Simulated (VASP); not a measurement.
# ZnCdSi2P4 (P1) in VASP: further runs

ZnCdSi2P4 is run at these levels: PBEsol, PBEsol+D4; tasks: single point.

Everything below comes from runs of VASP 6.6.1. Logs are shortened: lines on timing, memory, paths and dates and some standing lists are left out, and cuts for length are marked.

## Step 1: The cell of the first run

The typed cell holds 16 atoms: a = 5.463 Å, b = 5.463 Å, c = 10.466 Å, α = 90.00°, β = 90.00°, γ = 90.00°.

## Step 2: Single point, PBEsol

File INCAR:

```
  PREC = Accurate
  ENCUT = 500
  EDIFF = 1E-6
  ISMEAR = -1
  SIGMA = 0.05
  LREAL = False
  LASPH = True
  NELM = 120
  ALGO = Normal
  ISIF = 2
  LWAVE = False
  LCHARG = False
  GGA = PS
  NBANDS = 66
  GGA_COMPAT = False
```

File KPOINTS:

```
Automatic mesh
0
Gamma
  2 2 2
  0.5 0.5 0.5
```

File POSCAR:

```
ZnCdSi2P4
1.0
    5.4634310000     -0.0000280000     -0.0000100000
   -0.0000280000      5.4634310000     -0.0000100000
   -0.0000180000     -0.0000180000     10.4662520000
Zn Cd Si P
2 2 4 8
Direct
    0.0318850000      0.9959210000      0.9961590000
    0.4824760000      0.0011980000      0.7480960000
    0.0054790000      0.5188710000      0.2491680000
    0.5076310000      0.4938790000      0.4980720000
    0.0312880000      0.9991520000      0.5153200000
    0.5271510000      0.9920580000      0.2452900000
    0.5014990000      0.4997500000      0.0002620000
    0.0090780000      0.5059520000      0.7615290000
    0.2637260000      0.2414200000      0.1285360000
    0.2390700000      0.2817680000      0.6138950000
    0.7117300000      0.7219930000      0.1233160000
    0.7391280000      0.2192560000      0.3586420000
    0.2756660000      0.7515420000      0.3827450000
    0.2577730000      0.7239500000      0.8763170000
    0.7928410000      0.7579690000      0.6249280000
    0.7513860000      0.2703650000      0.8776940000
```

Potentials or basis: VASP PAW PBE potentials, release 64 (Zn, Cd, Si, P).

Launch:

```sh
cat potpaw_PBE.64/Zn/POTCAR potpaw_PBE.64/Cd/POTCAR potpaw_PBE.64/Si/POTCAR potpaw_PBE.64/P/POTCAR > POTCAR
mpirun -np 1 vasp_std > vasp.out
```

OUTCAR:

```text
PREC = Accurate
   ENCUT = 500
   EDIFF = 1E-6
   ISMEAR = -1
   LREAL = False
   LASPH = True
   NELM = 120
   ISIF = 2
   GGA = PS

 ion  position               nearest neighbor table
   1  0.032  0.996  0.996-  14 2.30   9 2.31  16 2.48  11 2.66
   2  0.482  0.001  0.748-  14 2.37  10 2.47  16 2.48  15 2.51
   3  0.005  0.519  0.249-  11 2.35  13 2.40   9 2.43  12 2.47   4 3.77
   4  0.508  0.494  0.498-  10 2.23  13 2.25  12 2.45  15 2.50   3 3.77
   5  0.031  0.999  0.515-  10 2.18  15 2.18  13 2.35  12 2.59
   6  0.527  0.992  0.245-  12 2.07  11 2.20   9 2.33  13 2.38
   7  0.501  0.500  0.000-  11 2.11  14 2.23  16 2.25   9 2.34
   8  0.009  0.506  0.762-  14 2.17  16 2.26  15 2.31  10 2.34
   9  0.264  0.241  0.129-   1 2.31   6 2.33   7 2.34   3 2.43
  10  0.239  0.282  0.614-   5 2.18   4 2.23   8 2.34   2 2.47
  11  0.712  0.722  0.123-   7 2.11   6 2.20   3 2.35   1 2.66
  12  0.739  0.219  0.359-   6 2.07   4 2.45   3 2.47   5 2.59
  13  0.276  0.752  0.383-   4 2.25   5 2.35   6 2.38   3 2.40
  14  0.258  0.724  0.876-   8 2.17   7 2.23   1 2.30   2 2.37
  15  0.793  0.758  0.625-   5 2.18   8 2.31   4 2.50   2 2.51
  16  0.751  0.270  0.878-   7 2.25   8 2.26   1 2.48   2 2.48

  LATTYP: Found a base centered orthorhombic cell.
 ALAT       =     7.7264186193
 B/A-ratio  =     1.0000102500
 C/A-ratio  =     1.3546058680

  Lattice vectors:

 A1 = (  -5.4634310000,   0.0000280000,   0.0000100000)
 A2 = (   0.0000280000,  -5.4634310000,   0.0000100000)
 A3 = (  -0.0000180000,  -0.0000180000,  10.4662520000)

Analysis of symmetry for initial positions (statically):
=====================================================================
 Subroutine PRICEL returns:
 Original cell was already a primitive cell.

 Routine SETGRP: Setting up the symmetry group for a
 base centered orthorhombic supercell.

 Subroutine GETGRP returns: Found  1 space group operations
 (whereof  1 operations were pure point group operations)
 out of a pool of  8 trial point group operations.

The static configuration has the point symmetry C_1 .

Analysis of symmetry for dynamics (positions and initial velocities):
=====================================================================
 Subroutine PRICEL returns:
 Original cell was already a primitive cell.

 Routine SETGRP: Setting up the symmetry group for a
 base centered orthorhombic supercell.

 Subroutine GETGRP returns: Found  1 space group operations
 (whereof  1 operations were pure point group operations)
 out of a pool of  8 trial point group operations.

The dynamic configuration has the point symmetry C_1 .

 Subroutine INISYM returns: Found  1 space group operations
 (whereof  1 operations are pure point group operations),
[... 112 lines left out ...]
   TEBEG  =    0.0;   TEEND  =   0.0 temperature during run
   PSTRESS=    0.0 pullay stress
   NELECT =     104.0000    total number of electrons
   NUPDOWN=      -1.0000    fix difference up-down
   EMIN   =  10.00;   EMAX   =-10.00  energy-range for DOS
   EFERMI =   0.00;   METHOD = LEGACY
   ISMEAR =    -1;   SIGMA  =   0.05  broadening in eV -4-tet -1-fermi 0-gaus
   EFERMI_NEDOS =   21; number of points for ismear=-14 and -15
   IALGO  =     38    algorithm
   IMIX   =      4    mixing-type and parameters
     AMIX     =   0.40;   BMIX     =  1.00
     AMIX_MAG =   1.60;   BMIX_MAG =  1.00
  volume/ion in A,a.u.               =      19.53       131.76
  Fermi-wavevector in a.u.,A,eV,Ry     =   1.134606  2.144095 17.515212  1.287332
  Thomas-Fermi vector in A             =   2.271311
   LORBIT       =      0    0 simple, 1 ext, 2 COOP (PROOUT), +10 PAW based schemes
   GGA     = PS    functional components
   LHFCALC =     F    Hartree Fock is set to
   AEXX    =    0.0000 exact exchange contribution
   IVDW    =     0    specifies the selected vdW correction
   LEPSILON=     F    determine dielectric tensor
   LRPA    =     F    only Hartree local field effects (RPA)
 non-spin polarized calculation
  energy-cutoff  :      500.00
  volume of cell :      312.41
 maximum number of plane-waves:      7924
   NGX = 19   NGY = 19   NGZ = 39

 number of electron     104.0000035 magnetization

 Free energy of the ion-electron system (eV)
  ---------------------------------------------------
  ext. energy  EPLUGINS =         0.00000000
  ---------------------------------------------------
  free energy    TOTEN  =       -75.88976613 eV

  energy without entropy =      -75.88976611  energy(sigma->0) =      -75.88976612

 E-fermi :   5.3578     XC(G=0):  -9.9963

 val. band max:        4.4153546509   @ k =   0.2500  -0.2500   0.2500
 cond. band min:       6.2727715921   @ k =  -0.2500   0.2500   0.2500
 fundamental gap:      1.8574169412
 Fermi energy:         5.3578245215

 k-point     1 :       0.2500    0.2500    0.2500
  band No.  band energies     occupation
      1      -8.1165      2.00000
      2      -7.7449      2.00000
      3      -7.0025      2.00000
      4      -6.6976      2.00000
      5      -6.3740      2.00000
      6      -6.1943      2.00000
[... 257 lines left out ...]
     63       8.5192      0.00000
     64       8.5958      0.00000
 [bands above 64 left out]

------------------------ aborting loop because EDIFF is reached ----------------------------------------

  FORCE on cell =-STRESS in cart. coord.  units (eV):
  Direction    XX          YY          ZZ          XY          YZ          ZX
  --------------------------------------------------------------------------------------
  -------------------------------------------------------------------------------------
  Total        9.3905902      8.6418710      6.2097002      3.8474574      2.0671607      3.4039473
  in kB       48.1594323     44.3196427     31.8463091     19.7315996     10.6013874     17.4570679
  external PRESSURE =      41.4417947 kB  Pullay stress =       0.0000000 kB

 VOLUME and BASIS-vectors are now :
 -----------------------------------------------------------------------------
  energy-cutoff  :      500.00
  volume of cell :      312.41
      direct lattice vectors                 reciprocal lattice vectors
     5.463431000 -0.000028000 -0.000010000     0.183035166  0.000000938  0.000000315
    -0.000028000  5.463431000 -0.000010000     0.000000938  0.183035166  0.000000315
    -0.000018000 -0.000018000 10.466252000     0.000000175  0.000000175  0.095545187

 POSITION                                       TOTAL-FORCE (eV/Angst)
 -----------------------------------------------------------------------------------
      0.17416      5.44113     10.42604        -1.033542      0.015986      0.249993
      2.63596      0.00652      7.82976         0.569895      0.273730     -0.306553
      0.02992      2.83481      2.60785         0.207453     -0.443870      0.423684
      2.77338      2.69825      5.21294         3.031477      0.077702     -0.090467
      0.17090      5.45879      5.39346        -0.565617     -0.049171     -2.311864
      2.88002      5.42002      2.56725        -2.679062     -1.059303     -0.488519
[... 8 lines left out ...]
      4.33160      4.14108      6.54064        -0.389079     -0.062789      1.428033
      4.10512      1.47708      9.18616         0.149781     -0.615961     -0.173950
 -----------------------------------------------------------------------------------
    total drift:                               -0.000564      0.000014      0.001389

  FREE ENERGIE OF THE ION-ELECTRON SYSTEM (eV)
  ---------------------------------------------------
  free  energy   TOTEN  =       -75.8897661270 eV

  energy  without entropy=      -75.8897661072  energy(sigma->0) =      -75.88976612
```

Run time: 92 s. Hardware: 1 thread of Intel Xeon Platinum 8488C (Sapphire Rapids), shared host; peak memory 0.38 GiB.

What came out:

- Free energy: -75.8898 eV
- Pressure: 4.1 GPa
- Largest force: 4.207 eV/Å
- Band gap on the k mesh: 1.86 eV

Forces in eV/Å, atoms in the order of the input:
```
Zn  -1.034  0.016  0.250
Zn   0.570  0.274 -0.307
Cd   0.207 -0.444  0.424
Cd   3.031  0.078 -0.090
Si  -0.566 -0.049 -2.312
Si  -2.679 -1.059 -0.489
Si  -0.922 -1.622 -0.230
Si  -0.718 -0.458 -1.337
P    1.362 -0.482 -0.830
P   -1.770 -1.901  3.309
P    0.970  2.267 -0.590
P    2.530 -0.309  2.237
P   -1.188  3.723 -1.327
P    0.446  0.646  0.037
P   -0.389 -0.063  1.428
P    0.150 -0.616 -0.174
```

Caveat: the k points lie up to 0.58 Å⁻¹ apart; the PAW data sets were made with another functional, which shifts forces and pressure a little; a shifted mesh leaves out Γ, where band edges can lie.

## Step 3: Single point, PBEsol

File INCAR:

```
  PREC = Accurate
  ENCUT = 500
  EDIFF = 1E-6
  ISMEAR = -1
  SIGMA = 0.05
  LREAL = F
  LASPH = T
  NELM = 120
  ALGO = Normal
  ISIF = 2
  LWAVE = F
  LCHARG = F
  GGA = PS
  NELECT = 106.0
  NBANDS = 66
  GGA_COMPAT = F
```

KPOINTS is that of step 2.

POSCAR is that of step 2.

Potentials or basis: VASP PAW PBE potentials, release 64 (Zn, Cd, Si, P).

Launch:

```sh
cat potpaw_PBE.64/Zn/POTCAR potpaw_PBE.64/Cd/POTCAR potpaw_PBE.64/Si/POTCAR potpaw_PBE.64/P/POTCAR > POTCAR
mpirun -np 1 vasp_std > vasp.out
```

Wall time 1.8 min (1 thread of Intel Xeon Platinum 8488C (Sapphire Rapids), shared host); peak memory 0.38 GiB.

It converged, with:

```yaml
Free_energy: -63.3223 eV
Largest_force: 4.069 eV/Å
```

Forces on the atoms (eV/Å):
```
Zn  -0.876  0.054  0.114
Zn   0.293  0.212 -0.173
Cd   0.259 -0.354  0.394
Cd   2.975  0.141  0.114
Si  -0.244 -0.385 -1.556
Si  -2.355 -0.745 -0.477
Si  -1.041 -1.478 -0.433
Si  -0.427 -0.357 -0.952
P    1.265 -0.605 -0.945
P   -1.726 -1.868  3.176
P    0.849  2.195 -0.610
P    1.979 -0.404  1.606
P   -1.183  3.607 -1.244
P    0.382  0.692 -0.066
P   -0.244  0.018  1.162
P    0.093 -0.722 -0.110
```

Levels at points of the mesh, in eV from the Fermi level:
| k point | band 49 | band 50 | band 51 | band 52 | band 53 | band 54 | band 55 | band 56 | band 57 | band 58 |
| --- | --- | --- | --- | --- | --- | --- | --- | --- | --- | --- |
| (0.25, 0.25, 0.25) | -2.72 | -2.64 | -2.51 | -2.10 | -0.01 | 0.06 | 0.30 | 0.40 | 0.59 | 0.82 |

Caveat: the k points lie up to 0.58 Å⁻¹ apart; the cell carries a net charge on a neutralising background, which shifts energy and pressure; the cell is charged against a uniform background, so pressure and absolute levels hang on convention; the PAW data sets were made with another functional, which shifts forces and pressure a little.

## Step 4: Single point, PBEsol+D4

File INCAR:

```
PREC = Accurate
ENCUT = 500
EDIFF = 1E-6
ISMEAR = -1
SIGMA = 0.05
LREAL = False
LASPH = True
NELM = 120
ALGO = Normal
ISIF = 2
LWAVE = False
LCHARG = False
GGA = PS
IVDW = 13
NBANDS = 66
GGA_COMPAT = False
```

KPOINTS is that of step 3.

POSCAR is that of step 3.

Launch:

```sh
cat potpaw_PBE.64/Zn/POTCAR potpaw_PBE.64/Cd/POTCAR potpaw_PBE.64/Si/POTCAR potpaw_PBE.64/P/POTCAR > POTCAR
mpirun -np 1 vasp_std > vasp.out
```

Wall time 2 min (1 thread of Intel Xeon Platinum 8488C (Sapphire Rapids), shared host); peak memory 0.38 GiB.

Results (log left out):

| Property | Result |
| --- | --- |
| Free energy | -79.2549 eV |
| Pressure | 2.6 GPa |
| Largest force | 4.204 eV/Å |
| Band gap on the k mesh | 1.86 eV |
| Dispersion energy per atom | -0.210 eV |

Forces on the atoms (eV/Å):
```
Zn  -1.033  0.017  0.251
Zn   0.572  0.274 -0.305
Cd   0.207 -0.445  0.424
Cd   3.032  0.077 -0.092
Si  -0.561 -0.054 -2.301
Si  -2.677 -1.059 -0.489
Si  -0.921 -1.622 -0.230
Si  -0.719 -0.458 -1.336
P    1.355 -0.484 -0.829
P   -1.764 -1.904  3.307
P    0.977  2.269 -0.588
P    2.521 -0.298  2.227
P   -1.188  3.716 -1.330
P    0.445  0.654  0.037
P   -0.395 -0.061  1.427
P    0.150 -0.622 -0.174
```

Stress tensor (GPa, compression positive):
```
3.23 1.96 1.75
1.96 2.84 1.05
1.75 1.05 1.61
```

Levels at points of the mesh, in eV from the valence-band top:
| k point | band 49 | band 50 | band 51 | band 52 | band 53 | band 54 | band 55 | band 56 |
| --- | --- | --- | --- | --- | --- | --- | --- | --- |
| (0.25, 0.25, 0.25) | -0.74 | -0.63 | -0.51 | -0.08 | 1.99 | 2.05 | 2.30 | 2.42 |

Caveat: the k points lie up to 0.58 Å⁻¹ apart; the PAW data sets were made with another functional, which shifts forces and pressure a little; a shifted mesh leaves out Γ, where band edges can lie. A k mesh can miss the band edges.

## Step 5: Single point, PBEsol

File INCAR:

```
SYSTEM = ZnCdSi2P4
ALGO = Normal
EDIFF = 1E-6
ENCUT = 500
GGA = PS
GGA_COMPAT = .FALSE.
ISIF = 2
ISMEAR = -1
LASPH = .TRUE.
LCHARG = .TRUE.
LELF = .TRUE.
LREAL = .FALSE.
LVHAR = .TRUE.
LWAVE = .FALSE.
NBANDS = 66
NELECT = 103.0
NELM = 120
PREC = Accurate
SIGMA = 0.05
```

KPOINTS is that of step 4.

POSCAR is that of step 4.

Potentials or basis: VASP PAW PBE potentials, release 64 (Zn, Cd, Si, P).

Launch:

```sh
cat potpaw_PBE.64/Zn/POTCAR potpaw_PBE.64/Cd/POTCAR potpaw_PBE.64/Si/POTCAR potpaw_PBE.64/P/POTCAR > POTCAR
mpirun -np 1 vasp_std > vasp.out
```

OUTCAR:

```text
SYSTEM = ZnCdSi2P4
   EDIFF = 1E-6
   ENCUT = 500
   GGA = PS
   ISIF = 2
   ISMEAR = -1
   LASPH = .TRUE.
   LREAL = .FALSE.
   NELECT = 103.0
   NELM = 120
   PREC = Accurate

 ion  position               nearest neighbor table
   1  0.032  0.996  0.996-  14 2.30   9 2.31  16 2.48  11 2.66
   2  0.482  0.001  0.748-  14 2.37  10 2.47  16 2.48  15 2.51
   3  0.005  0.519  0.249-  11 2.35  13 2.40   9 2.43  12 2.47   4 3.77
   4  0.508  0.494  0.498-  10 2.23  13 2.25  12 2.45  15 2.50   3 3.77
[... 482 lines left out ...]
  Total       -1.1074168     -1.6327475     -1.6237305      3.9853809      2.4326620      3.4392412
  in kB       -5.6793625     -8.3735092     -8.3272658     20.4389370     12.4758530     17.6380718
  external PRESSURE =      -7.4600458 kB  Pullay stress =       0.0000000 kB

 VOLUME and BASIS-vectors are now :
 -----------------------------------------------------------------------------
  energy-cutoff  :      500.00
  volume of cell :      312.41
      direct lattice vectors                 reciprocal lattice vectors
     5.463431000 -0.000028000 -0.000010000     0.183035166  0.000000938  0.000000315
    -0.000028000  5.463431000 -0.000010000     0.000000938  0.183035166  0.000000315
    -0.000018000 -0.000018000 10.466252000     0.000000175  0.000000175  0.095545187

 POSITION                                       TOTAL-FORCE (eV/Angst)
 -----------------------------------------------------------------------------------
      0.17416      5.44113     10.42604        -0.877658      0.087098      0.138724
      2.63596      0.00652      7.82976         0.588269      0.229199     -0.118337
      0.02992      2.83481      2.60785         0.285819     -0.299581      0.334953
      2.77338      2.69825      5.21294         3.001721      0.076066      0.052044
      0.17090      5.45879      5.39346        -0.403814     -0.052768     -1.984587
      2.88002      5.42002      2.56725        -2.565147     -0.982586     -0.821535
[... 8 lines left out ...]
      4.33160      4.14108      6.54064        -0.443463     -0.083632      1.178845
      4.10512      1.47708      9.18616         0.105037     -0.721456     -0.193305
 -----------------------------------------------------------------------------------
    total drift:                               -0.000632      0.000186      0.001430

  FREE ENERGIE OF THE ION-ELECTRON SYSTEM (eV)
  ---------------------------------------------------
  free  energy   TOTEN  =       -80.3077986603 eV

  energy  without entropy=      -80.2418122920  energy(sigma->0) =      -80.27480548
```

It took 91 s on 1 thread of Intel Xeon Platinum 8488C (Sapphire Rapids), shared host; peak memory 0.38 GiB.

Results:

```yaml
Free_energy: -80.3078 eV
Largest_force: 3.861 eV/Å
```

Forces in eV/Å, atoms in the order of the input:
```
Zn  -0.878  0.087  0.139
Zn   0.588  0.229 -0.118
Cd   0.286 -0.300  0.335
Cd   3.002  0.076  0.052
Si  -0.404 -0.053 -1.985
Si  -2.565 -0.983 -0.822
Si  -0.981 -1.564 -0.448
Si  -0.682 -0.488 -1.081
P    1.159 -0.610 -0.665
P   -1.700 -1.683  3.018
P    1.010  2.046 -0.384
P    2.374 -0.102  2.176
P   -1.307  3.421 -1.223
P    0.435  0.728  0.021
P   -0.443 -0.084  1.179
P    0.105 -0.721 -0.193
```

Caveat: the k points lie up to 0.58 Å⁻¹ apart, too coarse for converged energies and pressures of a metal; the cell carries a net charge on a neutralising background, which shifts energy and pressure; the cell is charged against a uniform background, so pressure and absolute levels hang on convention; the PAW data sets were made with another functional, which shifts forces and pressure a little.
